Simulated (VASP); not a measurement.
# PtS2 (P-3m1) in VASP: single point with PBE

Aim: the single point of PtS2 with PBE.

All numbers are computed with VASP 6.6.1; they aren't measurements. Logs are shortened: lines on timing, memory, paths and dates and some standing lists are left out, and cuts for length are marked.

## 1. The cell of the first run

It takes space group P-3m1 (No. 164, trigonal). Conventional cell: a = 3.543 Å, b = 3.543 Å, c = 5.039 Å, α = 90.00°, β = 90.00°, γ = 120.00°. Within 3.1 Å of Pt (site symmetry -3m) lie 6 S at 2.34 Å. S (site symmetry 3m) has 3 Pt at 2.34 Å and 3 S at 3.07 Å within 3.1 Å.

## 2. Single point, PBE

Contents of INCAR:

```
PREC     = Accurate       # precision mode
ENCUT    = 520            # plane-wave cutoff, eV
EDIFF    = 1E-6           # SCF threshold, eV
ISMEAR   = 0              # smearing method
SIGMA    = 0.05           # smearing width, eV
LREAL    = False          # projectors in reciprocal space
LASPH    = True           # aspherical terms in the spheres
NELM     = 100            # most SCF steps
ALGO     = Normal         # electronic algorithm
ISIF     = 2              # what is computed and relaxed
LWAVE    = False          # write WAVECAR
LCHARG   = False          # write CHGCAR
GGA      = PE             # functional
NBANDS   = 18             # bands
```

Contents of KPOINTS:

```
Automatic mesh
0
Gamma
  9 9 6
```

Contents of POSCAR:

```
PtS2
1.0
    3.5432000000      0.0000000000      0.0000000000
   -1.7716000000      3.0685012107      0.0000000000
    0.0000000000      0.0000000000      5.0388000000
Pt S
1 2
Direct
    0.0000000000      0.0000000000      0.0000000000
    0.3333333333      0.6666666667      0.2270000000
    0.6666666667      0.3333333333      0.7730000000
```

Potentials or basis: VASP PAW PBE potentials, release 64 (Pt, S).

Launch:

```console
cat potpaw_PBE.64/Pt/POTCAR potpaw_PBE.64/S/POTCAR > POTCAR
mpirun -np 1 vasp_std > vasp.out
```

OUTCAR:

```text
PREC = Accurate
   ENCUT = 520
   EDIFF = 1E-6
   ISMEAR = 0
   LREAL = False
   LASPH = True
   NELM = 100
   ISIF = 2
   GGA = PE

 ion  position               nearest neighbor table
   1  0.000  0.000  0.000-   2 2.34   3 2.34   3 2.34   2 2.34   3 2.34   2 2.34
   2  0.333  0.667  0.227-   1 2.34   1 2.34   1 2.34
   3  0.667  0.333  0.773-   1 2.34   1 2.34   1 2.34

  LATTYP: Found a hexagonal cell.
 ALAT       =     3.5432000000
 C/A-ratio  =     1.4221043125

  Lattice vectors:

 A1 = (   3.5432000000,   0.0000000000,   0.0000000000)
 A2 = (  -1.7716000000,   3.0685012107,   0.0000000000)
 A3 = (   0.0000000000,   0.0000000000,   5.0388000000)

Analysis of symmetry for initial positions (statically):
=====================================================================
 Subroutine PRICEL returns:
 Original cell was already a primitive cell.

 Routine SETGRP: Setting up the symmetry group for a
 hexagonal supercell.

 Subroutine GETGRP returns: Found 12 space group operations
 (whereof 12 operations were pure point group operations)
 out of a pool of 24 trial point group operations.

The static configuration has the point symmetry D_3d.

Analysis of symmetry for dynamics (positions and initial velocities):
=====================================================================
 Subroutine PRICEL returns:
 Original cell was already a primitive cell.

 Routine SETGRP: Setting up the symmetry group for a
 hexagonal supercell.

 Subroutine GETGRP returns: Found 12 space group operations
 (whereof 12 operations were pure point group operations)
 out of a pool of 24 trial point group operations.

The dynamic configuration has the point symmetry D_3d.

 Subroutine INISYM returns: Found 12 space group operations
 (whereof 12 operations are pure point group operations),
 and found     1 'primitive' translations

----------------------------------------------------------------------------------------

                                     Primitive cell

  volume of cell :      54.7834

  direct lattice vectors                    reciprocal lattice vectors
     3.543200000  0.000000000  0.000000000     0.282230752  0.162946001  0.000000000
    -1.771600000  3.068501211  0.000000000     0.000000000  0.325892001  0.000000000
     0.000000000  0.000000000  5.038800000     0.000000000  0.000000000  0.198459951

  length of vectors
     3.543200000  3.543200000  5.038800000     0.325892001  0.325892001  0.198459951

[... 77 lines left out ...]
   LNONCOLLINEAR =      F non collinear calculations
   LSORBIT =      F    spin-orbit coupling
   LASPH  =      T    aspherical Exc in radial PAW
   ENCUT  =  520.0 eV  38.22 Ry    6.18 a.u.   6.59  6.59  9.37*2*pi/ulx,y,z
   NELM   =    100;   NELMIN=  2; NELMDL= -5     # of ELM steps
   EDIFF  = 0.1E-05   stopping-criterion for ELM
   LREAL  =      F    real-space projection
   EDIFFG = 0.1E-04   stopping-criterion for IOM
   NSW    =      0    number of steps for IOM
   IBRION =     -1    ionic relax: 0-MD 1-quasi-New 2-CG
   NFREE  =      0    steps in history (QN), initial steepest desc. (CG)
   ISIF   =      2    stress and relaxation
   ISYM   =      2    0-nonsym 1-usesym 2-fastsym
   POTIM  = 0.5000    time-step for ionic-motion
   TEBEG  =    0.0;   TEEND  =   0.0 temperature during run
   PSTRESS=    0.0 pullay stress
   NELECT =      22.0000    total number of electrons
   NUPDOWN=      -1.0000    fix difference up-down
   EMIN   =  10.00;   EMAX   =-10.00  energy-range for DOS
   EFERMI =   0.00;   METHOD = LEGACY
   ISMEAR =     0;   SIGMA  =   0.05  broadening in eV -4-tet -1-fermi 0-gaus
   EFERMI_NEDOS =   21; number of points for ismear=-14 and -15
   IALGO  =     38    algorithm
   IMIX   =      4    mixing-type and parameters
     AMIX     =   0.40;   BMIX     =  1.00
     AMIX_MAG =   1.60;   BMIX_MAG =  1.00
  volume/ion in A,a.u.               =      18.26       123.23
  Fermi-wavevector in a.u.,A,eV,Ry     =   1.207812  2.282434 19.848315  1.458810
  Thomas-Fermi vector in A             =   2.343439
   LORBIT       =      0    0 simple, 1 ext, 2 COOP (PROOUT), +10 PAW based schemes
   GGA     = PE    functional components
   LHFCALC =     F    Hartree Fock is set to
   AEXX    =    0.0000 exact exchange contribution
   IVDW    =     0    specifies the selected vdW correction
   LEPSILON=     F    determine dielectric tensor
   LRPA    =     F    only Hartree local field effects (RPA)
 non-spin polarized calculation
 Gauss-broadening in eV      SIGMA  =   0.05
  energy-cutoff  :      520.00
  volume of cell :       54.78
 maximum number of plane-waves:      1507
 NGX is ok and might be reduce to    28
   NGX = 13   NGY = 13   NGZ = 19

 number of electron      22.0000001 magnetization

 Free energy of the ion-electron system (eV)
  ---------------------------------------------------
  ext. energy  EPLUGINS =         0.00000000
  ---------------------------------------------------
  free energy    TOTEN  =       -15.27146898 eV

  energy without entropy =      -15.27146898  energy(sigma->0) =      -15.27146898

 E-fermi :   7.0117     XC(G=0): -10.5745

 val. band max:        6.7198144390   @ k =   0.0000   0.2222   0.1667
 cond. band min:       7.7209815098   @ k =   0.0000   0.3333   0.3333
 fundamental gap:      1.0011670707
 Fermi energy:         7.0117412738

 k-point     1 :       0.0000    0.0000    0.0000
  band No.  band energies     occupation
      1      -8.8195      2.00000
      2      -5.5786      2.00000
      3      -0.2976      2.00000
      4      -0.2976      2.00000
      5      -0.1782      2.00000
      6       2.7627      2.00000
[... 481 lines left out ...]
      5       1.0650      2.00000
      6       1.4505      2.00000
[... 10 lines left out ...]
     17      15.3145      0.00000
     18      17.1446      0.00000

 [... further k-points ...]
[... 5 lines left out ...]
  --------------------------------------------------------------------------------------
  -------------------------------------------------------------------------------------
  Total        3.9550845      3.9550845      3.4480697      0.0000000      0.0000000      0.0000000
  in kB      115.6690751    115.6690751    100.8410897      0.0000000      0.0000000      0.0000000
  external PRESSURE =     110.7264133 kB  Pullay stress =       0.0000000 kB

 VOLUME and BASIS-vectors are now :
 -----------------------------------------------------------------------------
  energy-cutoff  :      520.00
  volume of cell :       54.78
      direct lattice vectors                 reciprocal lattice vectors
     3.543200000  0.000000000  0.000000000     0.282230752  0.162946001  0.000000000
    -1.771600000  3.068501211  0.000000000     0.000000000  0.325892001  0.000000000
     0.000000000  0.000000000  5.038800000     0.000000000  0.000000000  0.198459951

 POSITION                                       TOTAL-FORCE (eV/Angst)
 -----------------------------------------------------------------------------------
      0.00000      0.00000      0.00000        -0.000000      0.000000      0.000000
     -0.00000      2.04567      1.14381         0.000000      0.000000      1.213212
      1.77160      1.02283      3.89499         0.000000     -0.000000     -1.213212
 -----------------------------------------------------------------------------------
    total drift:                                0.000000     -0.000000      0.000000

  FREE ENERGIE OF THE ION-ELECTRON SYSTEM (eV)
  ---------------------------------------------------
  free  energy   TOTEN  =       -15.2714689796 eV

  energy  without entropy=      -15.2714689796  energy(sigma->0) =      -15.27146898
```

OSZICAR:

```text
N       E                     dE             d eps       ncg     rms          rms(c)
DAV:   1     0.114614704132E+03    0.11461E+03   -0.10432E+04  2248   0.109E+03
DAV:   2    -0.111232892921E+02   -0.12574E+03   -0.12141E+03  2690   0.221E+02
DAV:   3    -0.166104626593E+02   -0.54872E+01   -0.54468E+01  2866   0.472E+01
DAV:   4    -0.166686887819E+02   -0.58226E-01   -0.58192E-01  2908   0.534E+00
DAV:   5    -0.166696464813E+02   -0.95770E-03   -0.95763E-03  2850   0.667E-01    0.201E+01
DAV:   6    -0.154923693263E+02    0.11773E+01   -0.62794E+00  2332   0.243E+01    0.127E+01
DAV:   7    -0.152954404567E+02    0.19693E+00   -0.11476E+00  2338   0.107E+01    0.633E+00
DAV:   8    -0.152740379721E+02    0.21402E-01   -0.55189E-02  2476   0.180E+00    0.113E+00
DAV:   9    -0.152711743841E+02    0.28636E-02   -0.92513E-03  2558   0.961E-01    0.188E-01
DAV:  10    -0.152714076190E+02   -0.23323E-03   -0.11160E-03  2912   0.224E-01    0.110E-01
DAV:  11    -0.152714654394E+02   -0.57820E-04   -0.66903E-05  2556   0.668E-02    0.275E-02
DAV:  12    -0.152714674910E+02   -0.20516E-05   -0.16907E-05  2834   0.389E-02    0.101E-02
DAV:  13    -0.152714687388E+02   -0.12478E-05   -0.13276E-06  2144   0.870E-03    0.329E-03
DAV:  14    -0.152714689796E+02   -0.24077E-06   -0.36573E-07  1396   0.378E-03
   1 F= -.15271469E+02 E0= -.15271469E+02  d E =-.547210E-18
```

stdout:

```text
POSCAR found type information on POSCAR PtS
 POSCAR found :  2 types and       3 ions
 scaLAPACK will be used
 LDA part: xc-table for (Slater+PW92), standard interpolation
 POSCAR, INCAR and KPOINTS ok, starting setup
 FFT: planning ... GRIDC
 FFT: planning ... GRID_SOFT
 FFT: planning ... GRID
 WAVECAR not read
 entering main loop
```

Run time: 72 s. Hardware: 1 thread of AMD EPYC 7R13, shared host; peak memory 0.18 GiB.

Results:

| Item | Value |
| --- | --- |
| Free energy | -15.2715 eV |
| Pressure | 11.1 GPa |
| Largest force | 1.213 eV/Å |
| Band gap on the k mesh | 1.00 eV (least direct gap 1.14 eV) |

Forces in eV/Å, atoms in the order of the input:
```
Pt   0.000  0.000  0.000
S    0.000  0.000  1.213
S    0.000  0.000 -1.213
```

Stress tensor (GPa, compression positive):
```
11.57  0.00  0.00
 0.00 11.57  0.00
 0.00  0.00 10.08
```

Caveat: the cell stands under pressure; spin-orbit coupling is left out, which moves the levels of the heavy elements; an odd mesh through Γ misses points on the zone boundary, where band edges can lie; forces of over 1 eV/Å act on the atoms, so gaps and moduli don't describe the material at rest.
